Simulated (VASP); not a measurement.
# AlNi4 (P-6m2) in VASP: notebook

Runs on AlNi4. Level: PBE. Tasks: single point.

All numbers are computed with VASP 6.6.1; they aren't measurements. Logs are shortened: lines on timing, memory, paths and dates and some standing lists are left out, and cuts for length are marked.

## 1. The cell of the first run

Symmetry: P-6m2, No. 187, hexagonal system. The conventional cell has a = 2.514 Å, b = 2.514 Å, c = 20.400 Å, α = 90.00°, β = 90.00°, γ = 120.00°. Within 3.3 Å of Al (site symmetry 3m) lie 6 Ni at 2.50 Å and 6 Al at 2.51 Å. Ni (site symmetry 3m) has 9 Ni at 2.50 to 2.51 Å and 3 Al at 2.50 Å within 3.3 Å. Within 3.3 Å of Ni (site symmetry 3m) lie 3 Al at 2.50 Å and 9 Ni at 2.50 to 2.51 Å. Ni (site symmetry -6m2) has 12 Ni at 2.50 to 2.51 Å within 3.3 Å. Ni (site symmetry -6m2) has 12 Ni at 2.50 to 2.51 Å within 3.3 Å. Within 3.3 Å of Ni (site symmetry 3m) lie 12 Ni at 2.50 to 2.51 Å.

## 2. Single point, PBE, collinear spin, ferromagnetic start

Input file INCAR:

```
PREC     = Accurate       # precision mode
ENCUT    = 520            # plane-wave cutoff, eV
EDIFF    = 1E-6           # SCF threshold, eV
ISMEAR   = 0              # smearing method
SIGMA    = 0.1            # smearing width, eV
LREAL    = False          # projectors in reciprocal space
LASPH    = True           # aspherical terms in the spheres
NELM     = 150            # most SCF steps
ALGO     = Normal         # electronic algorithm
ISIF     = 2              # what is computed and relaxed
LWAVE    = False          # write WAVECAR
LCHARG   = True           # write CHGCAR
ISPIN    = 2              # spin polarisation
MAGMOM   = 0 0 2 2 2 2 2 2 2 2 # initial moments
LORBIT   = 11             # projections on sites
LMAXMIX  = 4              # l up to which the mixer works
GGA      = PE             # functional
LELF     = True           # ELF
LVHAR    = True         
NBANDS   = 58             # bands
```

Input file KPOINTS:

```
Automatic mesh
0
Gamma
  6 6 1
```

Input file POSCAR:

```
AlNi4
1.0
    2.5136165900      0.0000000000      0.0000000000
   -1.2568082900      2.1768558200      0.0000000000
    0.0000000000      0.0000000000     20.3999525400
Al Ni
2 8
Direct
    0.6666666700      0.3333333300      0.8000000000
    0.6666666700      0.3333333300      0.2000000000
    0.3333333300      0.6666666700      0.7000000000
    0.3333333300      0.6666666700      0.9000000000
    0.3333333300      0.6666666700      0.1000000000
    0.3333333300      0.6666666700      0.3000000000
    0.3333333300      0.6666666700      0.5000000000
    0.6666666700      0.3333333300      0.0000000000
    0.6666666700      0.3333333300      0.4000000000
    0.6666666700      0.3333333300      0.6000000000
```

Potentials or basis: VASP PAW PBE potentials, release 64 (Al, Ni).

The run is started by

```
$ cat potpaw_PBE.64/Al/POTCAR potpaw_PBE.64/Ni/POTCAR > POTCAR
$ mpirun -np 1 vasp_std > vasp.out
```

OUTCAR:

```text
PREC = Accurate
   ENCUT = 520
   EDIFF = 1E-6
   ISMEAR = 0
   LREAL = False
   LASPH = True
   NELM = 150
   ISIF = 2
   ISPIN = 2
   LORBIT = 11
   GGA = PE

 ion  position               nearest neighbor table
   1  0.667  0.333  0.800-   3 2.50   4 2.50   3 2.50   4 2.50   3 2.50   4 2.50
   2  0.667  0.333  0.200-   6 2.50   5 2.50   6 2.50   5 2.50   6 2.50   5 2.50
   3  0.333  0.667  0.700-   1 2.50  10 2.50   1 2.50  10 2.50   1 2.50  10 2.50
   4  0.333  0.667  0.900-   1 2.50   8 2.50   1 2.50   8 2.50   1 2.50   8 2.50
   5  0.333  0.667  0.100-   2 2.50   8 2.50   2 2.50   8 2.50   2 2.50   8 2.50
   6  0.333  0.667  0.300-   2 2.50   9 2.50   2 2.50   9 2.50   2 2.50   9 2.50
   7  0.333  0.667  0.500-   9 2.50  10 2.50   9 2.50  10 2.50   9 2.50  10 2.50
   8  0.667  0.333  0.000-   4 2.50   5 2.50   4 2.50   5 2.50   4 2.50   5 2.50
   9  0.667  0.333  0.400-   6 2.50   7 2.50   6 2.50   7 2.50   6 2.50   7 2.50
  10  0.667  0.333  0.600-   3 2.50   7 2.50   3 2.50   7 2.50   3 2.50   7 2.50

  LATTYP: Found a hexagonal cell.
 ALAT       =     2.5136165900
 C/A-ratio  =     8.1157773310

  Lattice vectors:

 A1 = (   2.5136165900,   0.0000000000,   0.0000000000)
 A2 = (  -1.2568082900,   2.1768558200,   0.0000000000)
 A3 = (   0.0000000000,   0.0000000000,  20.3999525400)

Analysis of symmetry for initial positions (statically):
=====================================================================
 Subroutine PRICEL returns:
 Original cell was already a primitive cell.

 Routine SETGRP: Setting up the symmetry group for a
 hexagonal supercell.

 Subroutine GETGRP returns: Found 12 space group operations
 (whereof 12 operations were pure point group operations)
 out of a pool of 24 trial point group operations.

The static configuration has the point symmetry D_3h.

Analysis of symmetry for dynamics (positions and initial velocities):
=====================================================================
 Subroutine PRICEL returns:
 Original cell was already a primitive cell.

 Routine SETGRP: Setting up the symmetry group for a
 hexagonal supercell.

 Subroutine GETGRP returns: Found 12 space group operations
 (whereof 12 operations were pure point group operations)
 out of a pool of 24 trial point group operations.

The dynamic configuration has the point symmetry D_3h.

Analysis of structural, dynamic, and magnetic symmetry:
=====================================================================
 Subroutine PRICEL returns:
 Original cell was already a primitive cell.

 Routine SETGRP: Setting up the symmetry group for a
 hexagonal supercell.

 Subroutine GETGRP returns: Found 12 space group operations
 (whereof 12 operations were pure point group operations)
 out of a pool of 24 trial point group operations.

The overall configuration has the point symmetry D_3h.

 Subroutine INISYM returns: Found 12 space group operations
 (whereof 12 operations are pure point group operations),
 and found     1 'primitive' translations

----------------------------------------------------------------------------------------

                                     Primitive cell

  volume of cell :     111.6241

  direct lattice vectors                    reciprocal lattice vectors
     2.513616590  0.000000000  0.000000000     0.397833148  0.229689074  0.000000000
    -1.256808290  2.176855820  0.000000000     0.000000000  0.459378150  0.000000000
     0.000000000  0.000000000 20.399952540     0.000000000  0.000000000  0.049019722

  length of vectors
     2.513616590  2.513616585 20.399952540     0.459378149  0.459378150  0.049019722

  position of ions in fractional coordinates (direct lattice)
     0.666666670  0.333333330  0.800000000
     0.666666670  0.333333330  0.200000000
     0.333333330  0.666666670  0.700000000
     0.333333330  0.666666670  0.900000000
     0.333333330  0.666666670  0.100000000
     0.333333330  0.666666670  0.300000000
     0.333333330  0.666666670  0.500000000
     0.666666670  0.333333330  0.000000000
     0.666666670  0.333333330  0.400000000
     0.666666670  0.333333330  0.600000000

[... 58 lines left out ...]
   ISTART =      0    job   : 0-new  1-cont  2-samecut
   ICHARG =      2    charge: 1-file 2-atom 10-const
   ISPIN  =      2    spin polarized calculation?
   LNONCOLLINEAR =      F non collinear calculations
   LSORBIT =      F    spin-orbit coupling
   LASPH  =      T    aspherical Exc in radial PAW
   ENCUT  =  520.0 eV  38.22 Ry    6.18 a.u.   4.67  4.67 37.93*2*pi/ulx,y,z
   NELM   =    150;   NELMIN=  2; NELMDL= -5     # of ELM steps
   EDIFF  = 0.1E-05   stopping-criterion for ELM
   LREAL  =      F    real-space projection
   EDIFFG = 0.1E-04   stopping-criterion for IOM
   NSW    =      0    number of steps for IOM
   IBRION =     -1    ionic relax: 0-MD 1-quasi-New 2-CG
   NFREE  =      0    steps in history (QN), initial steepest desc. (CG)
   ISIF   =      2    stress and relaxation
   ISYM   =      2    0-nonsym 1-usesym 2-fastsym
   POTIM  = 0.5000    time-step for ionic-motion
   TEBEG  =    0.0;   TEEND  =   0.0 temperature during run
   PSTRESS=    0.0 pullay stress
   NELECT =      86.0000    total number of electrons
   NUPDOWN=      -1.0000    fix difference up-down
   EMIN   =  10.00;   EMAX   =-10.00  energy-range for DOS
   EFERMI =   0.00;   METHOD = LEGACY
   ISMEAR =     0;   SIGMA  =   0.10  broadening in eV -4-tet -1-fermi 0-gaus
   EFERMI_NEDOS =   21; number of points for ismear=-14 and -15
   IALGO  =     38    algorithm
   IMIX   =      4    mixing-type and parameters
     AMIX     =   0.40;   BMIX     =  1.00
     AMIX_MAG =   1.60;   BMIX_MAG =  1.00
  volume/ion in A,a.u.               =      11.16        75.33
  Fermi-wavevector in a.u.,A,eV,Ry     =   1.500796  2.836093 30.645612  2.252389
  Thomas-Fermi vector in A             =   2.612250
   LORBIT       =     11    0 simple, 1 ext, 2 COOP (PROOUT), +10 PAW based schemes
   GGA     = PE    functional components
   LHFCALC =     F    Hartree Fock is set to
   AEXX    =    0.0000 exact exchange contribution
   IVDW    =     0    specifies the selected vdW correction
   LEPSILON=     F    determine dielectric tensor
   LRPA    =     F    only Hartree local field effects (RPA)
 spin polarized calculation
 Gauss-broadening in eV      SIGMA  =   0.10
  energy-cutoff  :      520.00
  volume of cell :      111.62
 maximum number of plane-waves:      3027
 NGX is ok and might be reduce to    20
   NGX =  9   NGY =  9   NGZ = 75

 number of electron      86.0000049 magnetization      10.5610489

 number of electron      86.0000049 magnetization       3.6516710

 Free energy of the ion-electron system (eV)
  ---------------------------------------------------
  ext. energy  EPLUGINS =         0.00000000
  ---------------------------------------------------
  free energy    TOTEN  =       -52.18450384 eV

  energy without entropy =      -52.11883955  energy(sigma->0) =      -52.15167169

 E-fermi :   9.7078     XC(G=0): -12.8193

 val. band max:        9.7042066251   @ k =   0.3333   0.3333   0.0000
 cond. band min:       9.7105344596   @ k =   0.0000   0.0000   0.0000
 fundamental gap:      0.0063278345
 Fermi energy:         9.7077937632

 spin component 1

 k-point     1 :       0.0000    0.0000    0.0000
  band No.  band energies     occupation
      1      -1.6426      1.00000
      2      -1.6152      1.00000
      3       1.0846      1.00000
      4       1.6783      1.00000
      5       1.7419      1.00000
      6       3.1847      1.00000
[... 395 lines left out ...]
     54      14.8024      0.00000
     55      14.8435      0.00000
 Fermi energy:         9.7077937632

 spin component 2

 k-point     1 :       0.0000    0.0000    0.0000
  band No.  band energies     occupation
      1      -1.6296      1.00000
      2      -1.6017      1.00000
      3       1.0674      1.00000
      4       1.6650      1.00000
      5       1.7267      1.00000
      6       3.1885      1.00000
[... 395 lines left out ...]
     54      14.9997      0.00000
     55      15.0129      0.00000
 [bands above 55 left out]

------------------------ aborting loop because EDIFF is reached ----------------------------------------

  FORCE on cell =-STRESS in cart. coord.  units (eV):
  Direction    XX          YY          ZZ          XY          YZ          ZX
  --------------------------------------------------------------------------------------
  -------------------------------------------------------------------------------------
  Total        7.2954219      7.2954219     -2.3614763      0.0000000     -0.0000000      0.0000000
  in kB      104.7136112    104.7136110    -33.8950528      0.0000002     -0.0000000      0.0000000
  external PRESSURE =      58.5107231 kB  Pullay stress =       0.0000000 kB

 VOLUME and BASIS-vectors are now :
 -----------------------------------------------------------------------------
  energy-cutoff  :      520.00
  volume of cell :      111.62
      direct lattice vectors                 reciprocal lattice vectors
     2.513616590  0.000000000  0.000000000     0.397833148  0.229689074  0.000000000
    -1.256808290  2.176855820  0.000000000     0.000000000  0.459378150  0.000000000
     0.000000000  0.000000000 20.399952540     0.000000000  0.000000000  0.049019722

 POSITION                                       TOTAL-FORCE (eV/Angst)
 -----------------------------------------------------------------------------------
      1.25681      0.72562     16.31996         0.000000     -0.000000      0.009197
      1.25681      0.72562      4.07999         0.000000     -0.000000     -0.009197
     -0.00000      1.45124     14.27997         0.000000      0.000000      0.324697
     -0.00000      1.45124     18.35996        -0.000000      0.000000     -0.323028
     -0.00000      1.45124      2.04000        -0.000000      0.000000      0.323028
     -0.00000      1.45124      6.11999         0.000000      0.000000     -0.324697
     -0.00000      1.45124     10.19998        -0.000000      0.000000      0.000000
      1.25681      0.72562      0.00000        -0.000000      0.000000      0.000000
      1.25681      0.72562      8.15998         0.000000      0.000000      0.130956
      1.25681      0.72562     12.23997         0.000000      0.000000     -0.130956
 -----------------------------------------------------------------------------------
    total drift:                                0.000003     -0.000002     -0.000000

  FREE ENERGIE OF THE ION-ELECTRON SYSTEM (eV)
  ---------------------------------------------------
  free  energy   TOTEN  =       -52.1845038408 eV

  energy  without entropy=      -52.1188395467  energy(sigma->0) =      -52.15167169

 total charge

# of ion       s       p       d       tot
------------------------------------------
    1        0.422   0.467   0.000   0.889
    2        0.422   0.467   0.000   0.889
    3        0.486   0.517   8.375   9.379
    4        0.486   0.517   8.374   9.377
    5        0.486   0.517   8.374   9.377
    6        0.486   0.517   8.375   9.379
    7        0.485   0.476   8.299   9.261
    8        0.486   0.474   8.313   9.272
    9        0.486   0.476   8.306   9.269
   10        0.486   0.476   8.306   9.269
--------------------------------------------------
tot          4.731   4.905  66.724  76.360

 magnetization (x)

# of ion       s       p       d       tot
------------------------------------------
    1        0.004   0.002   0.000   0.006
    2        0.004   0.002   0.000   0.006
    3       -0.002  -0.012   0.342   0.328
    4       -0.002  -0.012   0.344   0.330
    5       -0.002  -0.012   0.344   0.330
    6       -0.002  -0.012   0.342   0.328
    7       -0.004  -0.021   0.722   0.697
    8       -0.001  -0.013   0.500   0.486
    9       -0.002  -0.018   0.623   0.603
   10       -0.002  -0.018   0.623   0.603
--------------------------------------------------
tot         -0.009  -0.114   3.840   3.716
```

Run time: 12 min. Hardware: 1 thread of AMD EPYC 7R13, shared host; peak memory 0.29 GiB.

What came out:

| Item | Value |
| --- | --- |
| Free energy | -52.1845 eV |
| Pressure | 5.9 GPa |
| Largest force | 0.325 eV/Å |
| Net moment | 3.65 μB per cell |
| Site moments | Al +0.01; Ni +0.33, +0.70, +0.49, +0.60 μB |
| Valence electrons inside the program's atomic spheres | Al 0.89; Ni 9.38, 9.26, 9.27 |

Forces on the atoms (eV/Å):
```
Al   0.000  0.000  0.009
Al   0.000  0.000 -0.009
Ni   0.000  0.000  0.325
Ni   0.000  0.000 -0.323
Ni   0.000  0.000  0.323
Ni   0.000  0.000 -0.325
Ni   0.000  0.000  0.000
Ni   0.000  0.000  0.000
Ni   0.000  0.000  0.131
Ni   0.000  0.000 -0.131
```

Levels at points of the mesh, in eV from the Fermi level:
Spin up:
| k point | band 43 | band 44 | band 45 | band 46 | band 47 | band 48 | band 49 | band 50 | band 51 | band 52 |
| --- | --- | --- | --- | --- | --- | --- | --- | --- | --- | --- |
| (0.00, 0.00, 0.00) | -0.93 | -0.93 | -0.75 | -0.75 | -0.70 | -0.70 | -0.57 | -0.57 | 3.02 | 4.25 |
| (0.50, 0.00, 0.00) | -0.25 | -0.25 | 0.50 | 0.61 | 1.13 | 1.92 | 2.18 | 2.72 | 3.59 | 3.59 |
Spin down:
| k point | band 42 | band 43 | band 44 | band 45 | band 46 | band 47 |
| --- | --- | --- | --- | --- | --- | --- |
| (0.00, 0.00, 0.00) | -0.58 | -0.46 | -0.46 | -0.18 | -0.18 | -0.15 |
| (0.50, 0.00, 0.00) | 0.27 | 0.29 | 0.32 | 0.76 | 0.99 | 1.36 |

Caveat: the k points lie up to 0.48 Å⁻¹ apart.

(Part 1 of 2 ends here.)
